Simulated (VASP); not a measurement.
# Co (Fd-3m) in VASP: notebook

Runs on Co. Level: PBE. Tasks: relaxation of cell and atoms, single point.

Program: VASP 6.6.1. These are calculated values, not measurements. Logs are shortened: lines on timing, memory, paths and dates and some standing lists are left out, and cuts for length are marked.

## Step 1: The cell of the first run

Symmetry: Fd-3m, No. 227, cubic system. The conventional cell has a = 4.627 Å, b = 4.627 Å, c = 4.627 Å, α = 90.00°, β = 90.00°, γ = 90.00°. Co (site symmetry -43m) has 4 Co at 2.00 Å within 2.7 Å.

## Step 2: Relaxation of cell and atoms, PBE

INCAR

```
SYSTEM = Co
  ALGO = Fast
  EDIFF = 1E-7
  EDIFFG = -0.04
  ENCUT = 600
  GGA = PE
  IBRION = 2
  ISIF = 3
  ISMEAR = 0
  LASPH = .TRUE.
  LCHARG = .FALSE.
  LREAL = .FALSE.
  LWAVE = .FALSE.
  NELM = 60
  NSW = 90
  PREC = Accurate
  SIGMA = 0.1
```

KPOINTS

```
k-points
0
G
  6 6 6
  0 0 0
```

POSCAR

```
Co
1.0
    0.0000000000      2.3137151500      2.3137151500
    2.3137151500      0.0000000000      2.3137151500
    2.3137151500      2.3137151500      0.0000000000
Co
2
Direct
    0.5000000000      0.5000000000      0.5000000000
    0.7500000000      0.7500000000      0.7500000000
```

Potentials or basis: VASP PAW PBE potentials, release 64 (Co).

Launch:

```
$ cat potpaw_PBE.64/Co/POTCAR > POTCAR
$ mpirun -np 1 vasp_std > vasp.out
```

OUTCAR:

```text
SYSTEM = Co
   EDIFF = 1E-7
   EDIFFG = -0.04
   ENCUT = 600
   GGA = PE
   IBRION = 2
   ISIF = 3
   ISMEAR = 0
   LASPH = .TRUE.
   LREAL = .FALSE.
   NELM = 60
   NSW = 90
   PREC = Accurate

 ion  position               nearest neighbor table
   1  0.500  0.500  0.500-   2 2.00   2 2.00   2 2.00   2 2.00
   2  0.750  0.750  0.750-   1 2.00   1 2.00   1 2.00   1 2.00

  LATTYP: Found a face centered cubic cell.
 ALAT       =     4.6274303000

  Lattice vectors:

 A1 = (   0.0000000000,   2.3137151500,   2.3137151500)
 A2 = (   2.3137151500,   0.0000000000,   2.3137151500)
 A3 = (   2.3137151500,   2.3137151500,   0.0000000000)

Analysis of symmetry for initial positions (statically):
=====================================================================
 Subroutine PRICEL returns:
 Original cell was already a primitive cell.

 Routine SETGRP: Setting up the symmetry group for a
 face centered cubic supercell.

 Subroutine GETGRP returns: Found 48 space group operations
 (whereof 24 operations were pure point group operations)
 out of a pool of 48 trial point group operations.

The static configuration has the point symmetry T_d .
 The point group associated with its full space group is O_h .

Analysis of symmetry for dynamics (positions and initial velocities):
=====================================================================
 Subroutine PRICEL returns:
 Original cell was already a primitive cell.

 Routine SETGRP: Setting up the symmetry group for a
 face centered cubic supercell.

 Subroutine GETGRP returns: Found 48 space group operations
 (whereof 24 operations were pure point group operations)
 out of a pool of 48 trial point group operations.

The dynamic configuration has the point symmetry T_d .
 The point group associated with its full space group is O_h .

 Subroutine INISYM returns: Found 48 space group operations
 (whereof 24 operations are pure point group operations),
 and found     1 'primitive' translations

----------------------------------------------------------------------------------------

                                     Primitive cell

  volume of cell :      24.7719

  direct lattice vectors                    reciprocal lattice vectors
     0.000000000  2.313715150  2.313715150    -0.216102661  0.216102661  0.216102661
     2.313715150  0.000000000  2.313715150     0.216102661 -0.216102661  0.216102661
     2.313715150  2.313715150  0.000000000     0.216102661  0.216102661 -0.216102661

  length of vectors
     3.272087345  3.272087345  3.272087345     0.374300788  0.374300788  0.374300788

[... 69 lines left out ...]
   ENCUT  =  600.0 eV  44.10 Ry    6.64 a.u.   6.54  6.54  6.54*2*pi/ulx,y,z
   NELM   =     60;   NELMIN=  2; NELMDL= -5     # of ELM steps
   EDIFF  = 0.1E-06   stopping-criterion for ELM
   LREAL  =      F    real-space projection
   EDIFFG = -.4E-01   stopping-criterion for IOM
   NSW    =     90    number of steps for IOM
   IBRION =      2    ionic relax: 0-MD 1-quasi-New 2-CG
   NFREE  =      1    steps in history (QN), initial steepest desc. (CG)
   ISIF   =      3    stress and relaxation
   ISYM   =      2    0-nonsym 1-usesym 2-fastsym
   POTIM  = 0.5000    time-step for ionic-motion
   TEBEG  =    0.0;   TEEND  =   0.0 temperature during run
   PSTRESS=    0.0 pullay stress
   NELECT =      18.0000    total number of electrons
   NUPDOWN=      -1.0000    fix difference up-down
   EMIN   =  10.00;   EMAX   =-10.00  energy-range for DOS
   EFERMI =   0.00;   METHOD = LEGACY
   ISMEAR =     0;   SIGMA  =   0.10  broadening in eV -4-tet -1-fermi 0-gaus
   EFERMI_NEDOS =   21; number of points for ismear=-14 and -15
   IALGO  =     68    algorithm
   IMIX   =      4    mixing-type and parameters
     AMIX     =   0.40;   BMIX     =  1.00
     AMIX_MAG =   1.60;   BMIX_MAG =  1.00
  volume/ion in A,a.u.               =      12.39        83.58
  Fermi-wavevector in a.u.,A,eV,Ry     =   1.471790  2.781279 29.472465  2.166165
  Thomas-Fermi vector in A             =   2.586883
   LORBIT       =      0    0 simple, 1 ext, 2 COOP (PROOUT), +10 PAW based schemes
   GGA     = PE    functional components
   LHFCALC =     F    Hartree Fock is set to
   AEXX    =    0.0000 exact exchange contribution
   IVDW    =     0    specifies the selected vdW correction
   LEPSILON=     F    determine dielectric tensor
   LRPA    =     F    only Hartree local field effects (RPA)
 conjugate gradient relaxation of ions
 non-spin polarized calculation
 RMM-DIIS sequential band-by-band and
 Gauss-broadening in eV      SIGMA  =   0.10
  energy-cutoff  :      600.00
  volume of cell :       24.77
 maximum number of plane-waves:       869
 NGX is ok and might be reduce to    28
   NGX = 13   NGY = 13   NGZ = 13

--------------------------------------- Ionic step        1  -------------------------------------------

 number of electron      17.9999998 magnetization

 Free energy of the ion-electron system (eV)
  ---------------------------------------------------
  ext. energy  EPLUGINS =         0.00000000
  ---------------------------------------------------
  free energy    TOTEN  =       -10.99679658 eV

  energy without entropy =      -10.98361303  energy(sigma->0) =      -10.99020480

------------------------ aborting loop because EDIFF is reached ----------------------------------------

  FORCE on cell =-STRESS in cart. coord.  units (eV):
  Direction    XX          YY          ZZ          XY          YZ          ZX
  --------------------------------------------------------------------------------------
  -------------------------------------------------------------------------------------
  Total        5.1831261      5.1831261      5.1831261      0.0000000      0.0000000      0.0000000
  in kB      335.2298576    335.2298576    335.2298576      0.0000000      0.0000000      0.0000000
  external PRESSURE =     335.2298576 kB  Pullay stress =       0.0000000 kB
[... 95 lines left out ...]
--------------------------------------- Ionic step        4  -------------------------------------------

 number of electron      17.9999989 magnetization

 Free energy of the ion-electron system (eV)
  ---------------------------------------------------
  ext. energy  EPLUGINS =         0.00000000
  ---------------------------------------------------
  free energy    TOTEN  =       -11.41634396 eV

  energy without entropy =      -11.39597063  energy(sigma->0) =      -11.40615730

 E-fermi :   6.4272     XC(G=0): -11.3925

 val. band max:        6.3824421707   @ k =   0.5000   0.3333   0.1667
 cond. band min:       6.4348271587   @ k =  -0.1667   0.1667   0.0000
 fundamental gap:      0.0523849880
 Fermi energy:         6.4272479270

 k-point     1 :       0.0000    0.0000    0.0000
  band No.  band energies     occupation
      1      -0.4996      2.00000
      2       3.3761      2.00000
      3       3.3761      2.00000
      4       3.5383      2.00000
      5       3.5383      2.00000
      6       3.5383      2.00000
      7       5.3662      2.00000
      8       5.3662      2.00000
      9       5.3662      2.00000
     10       6.7086      0.00007
     11       6.7086      0.00007
     12      19.7928      0.00000
     13      19.7929      0.00000
[... 267 lines left out ...]
  FREE ENERGIE OF THE ION-ELECTRON SYSTEM (eV)
  ---------------------------------------------------
  free  energy   TOTEN  =       -11.4163439627 eV

  energy  without entropy=      -11.3959706280  energy(sigma->0) =      -11.40615730

 reached required accuracy - stopping structural energy minimisation
```

CONTCAR:

```text
Co
   1.00000000000000
     0.0000000000000000    2.4526443786252918    2.4526443786252918
     2.4526443786252918    0.0000000000000000    2.4526443786252918
     2.4526443786252918    2.4526443786252918    0.0000000000000000
  Co
     2
Direct
     0.5000000000000000    0.5000000000000000    0.5000000000000000
     0.7500000000000000    0.7500000000000000    0.7500000000000000

  0.00000000E+00  0.00000000E+00  0.00000000E+00
  0.00000000E+00  0.00000000E+00  0.00000000E+00
```

Run time: 47 s. Hardware: 1 thread of Intel Xeon 6975P-C (Granite Rapids), shared host; peak memory 0.15 GiB.

What came out:

- Free energy: -11.4163 eV
- Relaxed volume: 14.75 Å³/atom
- Relaxed cell: a = 3.469 Å, b = 3.469 Å, c = 3.469 Å, α = 60.00°, β = 60.00°, γ = 60.00°
- Space group after relaxing (to 0.05 Å): Fd-3m (No. 227)
- Energy gained by relaxing: 209.8 meV/atom
- Ionic steps: 4
- Pressure after relaxing: -0.1 GPa
- Band gap on the k mesh: zero (band 9 reaches 6.84 eV, above the bottom of band 10 at 6.15 eV)

The path:
| step | energy change (eV) | largest force (eV/Å) | pressure (GPa) | volume (Å³) |
| --- | --- | --- | --- | --- |
| 1 | 0.0000 | 0.0000 | 33.52 | 24.77 |
| 2 | -0.0896 | 0.0000 | -15.48 | 35.27 |
| 3 | -0.4193 | 0.0000 | -0.52 | 29.61 |
| 4 | -0.4195 | 0.0000 | -0.07 | 29.51 |

Final structure:
```
CELL_PARAMETERS angstrom
0.00000 2.45264 2.45264
2.45264 0.00000 2.45264
2.45264 2.45264 0.00000
ATOMIC_POSITIONS crystal
Co 0.50000 0.50000 0.50000
Co 0.75000 0.75000 0.75000
```

Caveat: the k points lie up to 0.37 Å⁻¹ apart in the final cell; the volume moved by over 15 % at a fixed basis, so the end points are rough; the run has no spin polarisation, though such a crystal can be magnetic.

## Step 3: Single point, PBE, collinear spin, ferromagnetic start

INCAR

```
PREC     = Accurate       # precision mode
ENCUT    = 520            # plane-wave cutoff, eV
EDIFF    = 1E-6           # SCF threshold, eV
ISMEAR   = 0              # smearing method
SIGMA    = 0.1            # smearing width, eV
LREAL    = F              # projectors in reciprocal space
LASPH    = T              # aspherical terms in the spheres
NELM     = 150            # most SCF steps
ALGO     = Fast           # electronic algorithm
ISIF     = 2              # what is computed and relaxed
LWAVE    = F              # write WAVECAR
LCHARG   = T              # write CHGCAR
ISPIN    = 2              # spin polarisation
MAGMOM   = 3 3            # initial moments
LORBIT   = 11             # projections on sites
LMAXMIX  = 4              # l up to which the mixer works
GGA      = PE             # functional
LELF     = T              # ELF
LVHAR    = T            
NBANDS   = 20             # bands
```

KPOINTS

```
Automatic mesh
0
Gamma
  6 6 6
```

POSCAR is that of step 2.

Potentials or basis: VASP PAW PBE potentials, release 64 (Co).

Launch:

```
$ cat potpaw_PBE.64/Co/POTCAR > POTCAR
$ mpirun -np 1 vasp_std > vasp.out
```

Wall time 27 s (1 thread of Intel Xeon 6975P-C (Granite Rapids), shared host); peak memory 0.15 GiB.

It converged, with:

- Free energy: -10.9970 eV
- Pressure: 33.1 GPa
- Band gap on the k mesh: zero (filled and empty bands overlap)
- Net moment: -0.03 μB per cell
- Valence electrons inside the program's atomic spheres: Co 8.67

Levels at points of the mesh, in eV from the Fermi level:
Spin up:
```csv
k point,band 6,band 7,band 8,band 9,band 10,band 11,band 12,band 13
"(0.00, 0.00, 0.00)",-3.57,-1.34,-1.34,-1.34,0.41,0.41,15.10,15.10
"(0.50, 0.00, 0.00)",-3.60,-1.89,-0.72,-0.72,0.13,0.13,1.89,11.25
"(0.50, 0.50, 0.00)",-2.26,-1.71,-1.71,0.34,0.34,2.21,2.21,5.37
```
Spin down:
| k point | band 5 | band 6 | band 7 | band 8 | band 9 | band 10 | band 11 | band 12 | band 13 | band 14 |
| --- | --- | --- | --- | --- | --- | --- | --- | --- | --- | --- |
| (0.00, 0.00, 0.00) | -3.58 | -3.58 | -1.35 | -1.35 | -1.35 | 0.39 | 0.39 | 15.11 | 15.11 | 15.11 |
| (0.50, 0.00, 0.00) | -3.61 | -3.61 | -1.88 | -0.74 | -0.74 | 0.11 | 0.11 | 1.88 | 11.26 | 11.26 |
| (0.50, 0.50, 0.00) | -2.27 | -2.27 | -1.73 | -1.73 | 0.33 | 0.33 | 2.20 | 2.20 | 5.38 | 5.38 |

Caveat: the k points lie up to 0.39 Å⁻¹ apart; the starting moments collapsed, and a magnetic state may lie lower.
